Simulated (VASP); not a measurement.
Write the native input for VASP 6.6.1 that does the following.

* Task: relaxation of shape and atoms at fixed volume
* Functional: PBE
* Potentials or basis: VASP PAW PBE potentials, release 64 (V_sv)
* Cutoff: 600 eV
* k mesh: 8 × 8 × 12
* Occupations: fermi-dirac, width 0.08 eV
* Spin: no spin polarisation
* Dipole correction: no
* Further INCAR settings: ALGO = Normal; EDIFF = 1e-07; IBRION = 2; EDIFFG = -0.005; NSW = 50; ISIF = 4

The structure of V lies in POSCAR:

```
V
1.0
    3.5802157411      0.0000000000      0.0000000000
   -1.7901078705      3.1005577828      0.0000000000
    0.0000000000      0.0000000000      1.9215266322
V
3
Direct
    0.0000000000      0.0000000000      0.0000000000
    0.3333333333      0.6666666667      0.5000000000
    0.6666666667      0.3333333333      0.5000000000
```

This isn't the form of V at room conditions, which is bcc.

The input as run:

INCAR

```
SYSTEM = V
PREC = Accurate
ENCUT = 600
EDIFF = 1E-7
ISMEAR = -1
SIGMA = 0.08
LREAL = .False.
LASPH = .True.
NELM = 100
ALGO = Normal
ISIF = 4
LWAVE = .False.
LCHARG = .False.
GGA = PE
IBRION = 2
NSW = 50
EDIFFG = -0.005
```

KPOINTS

```
regular mesh
0
Gamma
  8 8 12
  0 0 0
```

Potentials or basis: VASP PAW PBE potentials, release 64 (V_sv).

Command:

```sh
$ cat potpaw_PBE.64/V_sv/POTCAR > POTCAR
$ mpirun -np 1 vasp_std > vasp.out
```

It gave:

- Energy gained by relaxing: 25.4 meV/atom
- Ionic steps: 19
- Pressure after relaxing: 392.2 GPa
- Band gap on the k mesh: zero (an odd number of electrons rules out a gap without spin polarisation)

Caveat: atoms lie so close that the PAW spheres overlap strongly, which falsifies energies and pressures.

Wall time 6.7 min on 1 thread of Intel Xeon 8259CL, with other jobs on the host, peak memory 0.17 GiB.
